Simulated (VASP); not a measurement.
# BN (Fmm2) in VASP: notebook

BN is run at these levels: PBE+D3(BJ); tasks: single point.

Everything below comes from runs of VASP 6.6.1. Logs are shortened: lines on timing, memory, paths and dates and some standing lists are left out, and cuts for length are marked.

### 1 The cell of the first run

It takes space group Fmm2 (No. 42, orthorhombic). Conventional cell: a = 2.503 Å, b = 5.686 Å, c = 4.987 Å, α = 90.00°, β = 90.00°, γ = 90.00°. Within 2.0 Å of B (site symmetry mm2) lie 3 N at 1.48 to 1.70 Å. Within 2.0 Å of N (site symmetry mm2) lie 3 B at 1.48 to 1.70 Å.

### 2 Single point, PBE+D3(BJ)

Input file INCAR:

```
PREC = Accurate
ENCUT = 600
EDIFF = 1E-6
ISMEAR = 0
SIGMA = 0.05
LREAL = False
LASPH = True
NELM = 120
ALGO = Normal
ISIF = 2
LWAVE = False
LCHARG = True
GGA = PE
IVDW = 12
LELF = True
LVHAR = True
NBANDS = 11
GGA_COMPAT = False
```

Input file KPOINTS:

```
Automatic mesh
0
Gamma
  12 12 12
```

Input file POSCAR:

```
BN
1.0
    0.0000000000      2.8428802533      2.4936477542
    1.2514444342      0.0000000000      2.4936477542
    1.2514444342      2.8428802533      0.0000000000
B N
1 1
Direct
    0.0039853201      0.0039853201      0.9960146799
    0.6627146699      0.6627146699      0.3372853301
```

Potentials or basis: VASP PAW PBE potentials, release 64 (B, N).

On the command line:

```sh
cat potpaw_PBE.64/B/POTCAR potpaw_PBE.64/N/POTCAR > POTCAR
mpirun -np 1 vasp_std > vasp.out
```

OUTCAR:

```text
PREC = Accurate
   ENCUT = 600
   EDIFF = 1E-6
   ISMEAR = 0
   LREAL = False
   LASPH = True
   NELM = 120
   ISIF = 2
   GGA = PE
   IVDW = 12
 IVDW          = 12

 ion  position               nearest neighbor table
   1  0.004  0.004  0.996-   2 1.48   2 1.48   2 1.70
   2  0.663  0.663  0.337-   1 1.48   1 1.48   1 1.70

  LATTYP: Found a face centered orthorhombic cell.
 ALAT       =     2.5028888684
 B/A-ratio  =     1.9926156416
 C/A-ratio  =     2.2716791698

  Lattice vectors:

 A1 = (   0.0000000000,   2.8428802533,   2.4936477542)
 A2 = (  -1.2514444342,   2.8428802533,   0.0000000000)
 A3 = (  -1.2514444342,   0.0000000000,   2.4936477542)

Analysis of symmetry for initial positions (statically):
=====================================================================
 Subroutine PRICEL returns:
 Original cell was already a primitive cell.

 Routine SETGRP: Setting up the symmetry group for a
 face centered orthorhombic supercell.

 Subroutine GETGRP returns: Found  4 space group operations
 (whereof  4 operations were pure point group operations)
 out of a pool of  8 trial point group operations.

The static configuration has the point symmetry C_2v.

Analysis of symmetry for dynamics (positions and initial velocities):
=====================================================================
 Subroutine PRICEL returns:
 Original cell was already a primitive cell.

 Routine SETGRP: Setting up the symmetry group for a
 face centered orthorhombic supercell.

 Subroutine GETGRP returns: Found  4 space group operations
 (whereof  4 operations were pure point group operations)
 out of a pool of  8 trial point group operations.

The dynamic configuration has the point symmetry C_2v.

 Subroutine INISYM returns: Found  4 space group operations
 (whereof  4 operations are pure point group operations),
 and found     1 'primitive' translations

----------------------------------------------------------------------------------------

                                     Primitive cell

  volume of cell :      17.7433

  direct lattice vectors                    reciprocal lattice vectors
     0.000000000  2.842880253  2.493647754    -0.399538315  0.175877967  0.200509474
     1.251444434  0.000000000  2.493647754     0.399538315 -0.175877967  0.200509474
     1.251444434  2.842880253  0.000000000     0.399538315  0.175877967 -0.200509474

  length of vectors
     3.781566773  2.790052382  3.106136073     0.480383153  0.480383153  0.480383153

[... 87 lines left out ...]
   ISYM   =      2    0-nonsym 1-usesym 2-fastsym
   POTIM  = 0.5000    time-step for ionic-motion
   TEBEG  =    0.0;   TEEND  =   0.0 temperature during run
   PSTRESS=    0.0 pullay stress
   NELECT =       8.0000    total number of electrons
   NUPDOWN=      -1.0000    fix difference up-down
   EMIN   =  10.00;   EMAX   =-10.00  energy-range for DOS
   EFERMI =   0.00;   METHOD = LEGACY
   ISMEAR =     0;   SIGMA  =   0.05  broadening in eV -4-tet -1-fermi 0-gaus
   EFERMI_NEDOS =   21; number of points for ismear=-14 and -15
   IALGO  =     38    algorithm
   IMIX   =      4    mixing-type and parameters
     AMIX     =   0.40;   BMIX     =  1.00
     AMIX_MAG =   1.60;   BMIX_MAG =  1.00
  volume/ion in A,a.u.               =       8.87        59.87
  Fermi-wavevector in a.u.,A,eV,Ry     =   1.255335  2.372240 21.440969  1.575867
  Thomas-Fermi vector in A             =   2.389097
   LORBIT       =      0    0 simple, 1 ext, 2 COOP (PROOUT), +10 PAW based schemes
   GGA     = PE    functional components
   LHFCALC =     F    Hartree Fock is set to
   AEXX    =    0.0000 exact exchange contribution
   IVDW    =    12    specifies the selected vdW correction
   LEPSILON=     F    determine dielectric tensor
   LRPA    =     F    only Hartree local field effects (RPA)
 non-spin polarized calculation
 Gauss-broadening in eV      SIGMA  =   0.05
  energy-cutoff  :      600.00
  volume of cell :       17.74
 maximum number of plane-waves:       609
   NGX = 15   NGY = 11   NGZ = 13

 number of electron       8.0000000 magnetization

 Free energy of the ion-electron system (eV)
  ---------------------------------------------------
  ext. energy  EPLUGINS =         0.00000000
  ---------------------------------------------------
  free energy    TOTEN  =       -16.62695689 eV

  energy without entropy =      -16.62695689  energy(sigma->0) =      -16.62695689

 E-fermi :   3.5039     XC(G=0): -10.5985

 val. band max:        3.2328898339   @ k =   0.4167  -0.4167   0.0833
 cond. band min:       5.2778129097   @ k =   0.0000   0.5000   0.5000
 fundamental gap:      2.0449230758
 Fermi energy:         3.5038801993

 k-point     1 :       0.0000    0.0000    0.0000
  band No.  band energies     occupation
      1     -14.3019      2.00000
      2       0.8273      2.00000
      3       1.0890      2.00000
      4       1.3807      2.00000
      5       7.0890      0.00000
      6      11.5508      0.00000
      7      14.0163      0.00000
      8      14.7989      0.00000
      9      17.1972      0.00000
     10      25.0816      0.00000
     11      28.6768      0.00000
[... 309 lines left out ...]
 k-point    24 :      -0.4167    0.1667    0.0000
  band No.  band energies     occupation
      1     -11.0423      2.00000
      2      -5.0495      2.00000
      3      -2.5351      2.00000
      4       2.6316      2.00000
      5       6.9791      0.00000
      6      10.9956      0.00000
      7      15.5432      0.00000
      8      18.1747      0.00000
      9      20.4277      0.00000
     10      24.2414      0.00000
     11      24.9289      0.00000

 [... further k-points ...]

------------------------ aborting loop because EDIFF is reached ----------------------------------------

 Edisp (eV)   -0.29477

 E8    (eV) :    -0.0877

  FORCE on cell =-STRESS in cart. coord.  units (eV):
  Direction    XX          YY          ZZ          XY          YZ          ZX
  --------------------------------------------------------------------------------------
  -------------------------------------------------------------------------------------
  Total      -1.39629     1.28281   -10.74796     0.00000     0.00000     0.00000
  in kB    -126.08170   115.83472  -970.51341     0.00000     0.00000     0.00000
  external pressure =     -326.92 kB  Pullay stress =        0.00 kB

 VOLUME and BASIS-vectors are now :
 -----------------------------------------------------------------------------
  energy-cutoff  :      600.00
  volume of cell :       17.74
      direct lattice vectors                 reciprocal lattice vectors
     0.000000000  2.842880253  2.493647754    -0.399538315  0.175877967  0.200509474
     1.251444434  0.000000000  2.493647754     0.399538315 -0.175877967  0.200509474
     1.251444434  2.842880253  0.000000000     0.399538315  0.175877967 -0.200509474

 POSITION                                       TOTAL-FORCE (eV/Angst)
 -----------------------------------------------------------------------------------
      1.25144      2.84288      0.01988         0.000000      0.000000     -0.030581
      1.25144      2.84288      3.30515         0.000000      0.000000      0.030581
 -----------------------------------------------------------------------------------
    total drift:                               -0.000000      0.000005      0.000183

  FREE ENERGIE OF THE ION-ELECTRON SYSTEM (eV)
  ---------------------------------------------------
  free  energy   TOTEN  =       -16.9217224281 eV

  energy  without entropy=      -16.9217224281  energy(sigma->0) =      -16.92172243
```

Run time: 2.3 min. Hardware: 1 thread of Intel Xeon 8259CL, shared host; peak memory 0.21 GiB.

What came out:

```
Free energy                : -16.9217 eV
Pressure                   : -32.7 GPa
Largest force              : 0.031 eV/Å
Band gap on the k mesh     : 2.04 eV (least direct gap 4.05 eV)
Dispersion energy per atom : -0.147 eV
```

Forces on the atoms (eV/Å):
```
B    0.000  0.000 -0.031
N    0.000  0.000  0.031
```

Caveat: the cell differs from its parent crystal (strain +e along x and -e along y +0.0733, strain +e along z and -e/2 along x and y +0.1500); the stress differs along the axes, from -97 to 12 GPa. A k mesh can miss the band edges.

### 3 Single point, PBE+D3(BJ)

This run uses another cell than the first one, of the same volume but with other edges.

Input file INCAR:

```
SYSTEM = BN
PREC     = Accurate       ! precision mode
ENCUT    = 600            ! plane-wave cutoff, eV
EDIFF    = 1E-6           ! SCF threshold, eV
ISMEAR   = 0              ! smearing method
SIGMA    = 0.05           ! smearing width, eV
LREAL    = .False.        ! projectors in reciprocal space
LASPH    = .True.         ! aspherical terms in the spheres
NELM     = 120            ! most SCF steps
ALGO     = Normal         ! electronic algorithm
ISIF     = 2              ! what is computed and relaxed
LWAVE    = .False.        ! write WAVECAR
LCHARG   = .True.         ! write CHGCAR
GGA      = PE             ! functional
IVDW     = 12             ! dispersion correction
LELF     = .True.         ! ELF
LVHAR    = .True.       
NBANDS   = 11             ! bands
GGA_COMPAT= .False.
```

Input file KPOINTS:

```
Automatic mesh
0
Gamma
  12 12 12
  0 0 0
```

Input file POSCAR:

```
BN
1.0
    0.0000000000      2.8038269493      2.3852282867
    1.3287900434      0.0000000000      2.3852282867
    1.3287900434      2.8038269493      0.0000000000
B N
1 1
Direct
    0.0012588163      0.0012588163      0.9987411837
    0.6654411737      0.6654411737      0.3345588263
```

Potentials or basis: VASP PAW PBE potentials, release 64 (B, N).

On the command line:

```sh
cat potpaw_PBE.64/B/POTCAR potpaw_PBE.64/N/POTCAR > POTCAR
mpirun -np 1 vasp_std > vasp.out
```

Run time: 2.1 min. Hardware: 1 thread of Intel Xeon 8259CL, shared host; peak memory 0.21 GiB.

It converged, with:

| Quantity | Value |
| --- | --- |
| Free energy | -17.1130 eV |
| Pressure | -41.9 GPa |
| Largest force | 0.008 eV/Å |
| Band gap on the k mesh | 1.78 eV (least direct gap 4.00 eV) |
| Dispersion energy per atom | -0.147 eV |

Forces in eV/Å, atoms in the order of the input:
```
B    0.000  0.000 -0.008
N    0.000  0.000  0.008
```

Stress tensor (GPa, compression positive):
```
-56.01   0.00   0.00
  0.00  11.37   0.00
  0.00   0.00 -81.19
```

Levels at points of the mesh, in eV from the valence-band top:
| k point | band 1 | band 2 | band 3 | band 4 | band 5 | band 6 | band 7 | band 8 | band 9 |
| --- | --- | --- | --- | --- | --- | --- | --- | --- | --- |
| (0.00, 0.00, 0.00) | -17.66 | -2.40 | -2.34 | -2.23 | 4.68 | 8.43 | 9.74 | 10.05 | 12.69 |
| (0.50, 0.00, 0.00) | -14.69 | -8.87 | -4.67 | -1.36 | 3.27 | 6.62 | 12.64 | 16.25 | 16.84 |
| (0.50, 0.50, 0.00) | -15.18 | -9.36 | -4.18 | -0.08 | 5.96 | 7.43 | 11.06 | 14.53 | 16.99 |
| (0.50, 0.00, 0.50) | -16.69 | -6.88 | -2.48 | -2.22 | 7.91 | 8.80 | 8.95 | 9.08 | 18.48 |
| (0.00, 0.50, 0.50) | -14.54 | -8.35 | -4.52 | -3.21 | 1.78 | 7.13 | 14.77 | 15.37 | 16.49 |

Caveat: the cell differs from its parent crystal (strain +e along x and -e along y +0.1100, strain +e along z and -e/2 along x and y +0.1000); the stress differs along the axes, from -81 to 11 GPa.

### 4 Single point, PBE+D3(BJ)

Input file INCAR:

```
SYSTEM = BN
ALGO = Normal ; EDIFF = 1E-6
ENCUT = 600 ; GGA = PE
GGA_COMPAT = .FALSE. ; ISIF = 2
ISMEAR = 0 ; IVDW = 12
LASPH = .TRUE. ; LCHARG = .FALSE.
LREAL = .FALSE. ; LWAVE = .FALSE.
NBANDS = 11 ; NELM = 120
PREC = Accurate ; SIGMA = 0.05
```

Input file KPOINTS:

```
k-points
0
G
  12 12 12
  0 0 0
```

Input file POSCAR:

```
BN
1.0
    0.0000000000      3.5438369906      2.0599698839
    1.2389086791      0.0000000000      2.0599698839
    1.2389086791      3.5438369906      0.0000000000
B N
1 1
Direct
    0.0019903569      0.0019903569      0.9980096431
    0.6647096331      0.6647096331      0.3352903669
```

On the command line:

```sh
cat potpaw_PBE.64/B/POTCAR potpaw_PBE.64/N/POTCAR > POTCAR
mpirun -np 1 vasp_std > vasp.out
```

Wall time 2 min (1 thread of Intel Xeon 8259CL, shared host); peak memory 0.21 GiB.

It converged, with:

- Free energy: -17.6898 eV
- Pressure: 24.2 GPa
- Largest force: 0.004 eV/Å
- Band gap on the k mesh: 4.37 eV (least direct gap 4.79 eV)
- Dispersion energy per atom: -0.138 eV

Forces in eV/Å, atoms in the order of the input:
```
B    0.000  0.000  0.004
N    0.000  0.000 -0.004
```

Stress tensor (GPa, compression positive):
```
23.64  0.00  0.00
 0.00 -1.85  0.00
 0.00  0.00 50.92
```

Levels at points of the mesh, in eV from the valence-band top:
```csv
k point,band 2,band 3,band 4,band 5,band 6,band 7
"(0.00, 0.00, 0.00)",-5.02,-1.53,-0.97,4.78,12.19,12.44
"(0.50, 0.00, 0.00)",-9.38,-4.03,-1.15,4.75,11.18,13.71
"(0.50, 0.50, 0.00)",-9.24,-4.82,-0.43,6.09,9.66,12.91
"(0.50, 0.00, 0.50)",-6.49,-1.55,-0.96,9.60,12.07,12.10
"(0.00, 0.50, 0.50)",-9.09,-4.85,-1.23,4.37,10.05,14.81
```

Caveat: the cell differs from its parent crystal (strain +e along x and -e along y -0.0367, strain +e along z and -e/2 along x and y -0.0500); the stress differs along the axes, from -2 to 51 GPa. A k mesh can miss the band edges.

### 5 Single point, PBE+D3(BJ)

Input file INCAR:

```
SYSTEM = BN
ALGO     = Normal         ! electronic algorithm
EDIFF    = 1E-6           ! SCF threshold, eV
ENCUT    = 600            ! plane-wave cutoff, eV
GGA      = PE             ! functional
GGA_COMPAT= .FALSE.      
ISIF     = 2              ! what is computed and relaxed
ISMEAR   = 0              ! smearing method
IVDW     = 12             ! dispersion correction
LASPH    = .TRUE.         ! aspherical terms in the spheres
LCHARG   = .FALSE.        ! write CHGCAR
LREAL    = .FALSE.        ! projectors in reciprocal space
LWAVE    = .FALSE.        ! write WAVECAR
NBANDS   = 11             ! bands
NELM     = 120            ! most SCF steps
PREC     = Accurate       ! precision mode
SIGMA    = 0.05           ! smearing width, eV
```

KPOINTS is that of step 4.

Input file POSCAR:

```
BN
1.0
    0.0000000000      3.7885042708      2.0599698839
    1.1470215940      0.0000000000      2.0599698839
    1.1470215940      3.7885042708      0.0000000000
B N
1 1
Direct
   -0.0019384525     -0.0019384525      1.0019384525
    0.6686384425      0.6686384425      0.3313615575
```

On the command line:

```sh
cat potpaw_PBE.64/B/POTCAR potpaw_PBE.64/N/POTCAR > POTCAR
mpirun -np 1 vasp_std > vasp.out
```

Wall time 97 s (1 thread of Intel Xeon 8259CL, shared host); peak memory 0.21 GiB.

It converged, with:

```
Free energy                : -17.1222 eV
Pressure                   : 60.7 GPa
Largest force              : 0.006 eV/Å
Band gap on the k mesh     : 4.23 eV (least direct gap 5.05 eV)
Dispersion energy per atom : -0.132 eV
```

Forces in eV/Å, atoms in the order of the input:
```
B    0.000  0.000 -0.006
N    0.000  0.000  0.006
```

Stress tensor (GPa, compression positive):
```
105.25   0.00   0.00
  0.00  -2.42   0.00
  0.00   0.00  79.20
```

Levels at points of the mesh, in eV from the valence-band top:
| k point | band 1 | band 2 | band 3 | band 4 | band 5 | band 6 | band 7 | band 8 | band 9 |
| --- | --- | --- | --- | --- | --- | --- | --- | --- | --- |
| (0.00, 0.00, 0.00) | -19.09 | -6.01 | -1.47 | -0.74 | 4.31 | 13.07 | 13.56 | 15.07 | 18.18 |
| (0.50, 0.00, 0.00) | -15.20 | -9.75 | -4.78 | -1.11 | 5.19 | 11.56 | 14.09 | 15.71 | 20.25 |
| (0.50, 0.50, 0.00) | -15.56 | -10.00 | -3.94 | -1.14 | 5.57 | 11.41 | 12.70 | 14.73 | 20.94 |
| (0.50, 0.00, 0.50) | -19.00 | -6.97 | -1.47 | -0.75 | 8.61 | 12.55 | 13.45 | 13.53 | 17.09 |
| (0.00, 0.50, 0.50) | -15.52 | -9.92 | -3.95 | -1.65 | 4.23 | 13.14 | 15.08 | 18.59 | 19.01 |

Caveat: the cell differs from its parent crystal (strain +e along x and -e along y -0.1100, strain +e along z and -e/2 along x and y -0.0500); the stress differs along the axes, from -2 to 105 GPa.

### 6 Summary

```csv
cell,gap on the mesh (eV),pressure (GPa),largest force (eV/Å)
"a = 3.782, b = 2.790, c = 3.106 Å, angles 79.6, 46.5, 53.9°, 2 atoms, atomic positions A",2.04,-32.7,0.03
"a = 3.681, b = 2.730, c = 3.103 Å, angles 78.0, 46.5, 55.5°, 2 atoms, atomic positions B",1.78,-41.9,0.01
"a = 4.099, b = 2.404, c = 3.754 Å, angles 80.2, 35.3, 64.5°, 2 atoms, atomic positions C",4.37,24.2,-
"a = 4.312, b = 2.358, c = 3.958 Å, angles 81.9, 32.8, 65.3°, 2 atoms, atomic positions D",4.23,60.7,0.01
```

Alike in all rows: task single point; level PBE+D3(BJ); potentials or basis VASP PAW PBE potentials, release 64 (B, N); no spin polarisation; k mesh 12 × 12 × 12; cutoff (eV) 600; smearing gaussian 0.05 eV.

Caveats: the stress differs along the axes, from -97 to 12 GPa (at least some runs); the stress differs along the axes, from -81 to 11 GPa (at least some runs); the stress differs along the axes, from -2 to 51 GPa (at least some runs); the stress differs along the axes, from -2 to 105 GPa (at least some runs).

Total energies depend on the potentials used, so only differences within one code and one set of settings carry meaning.
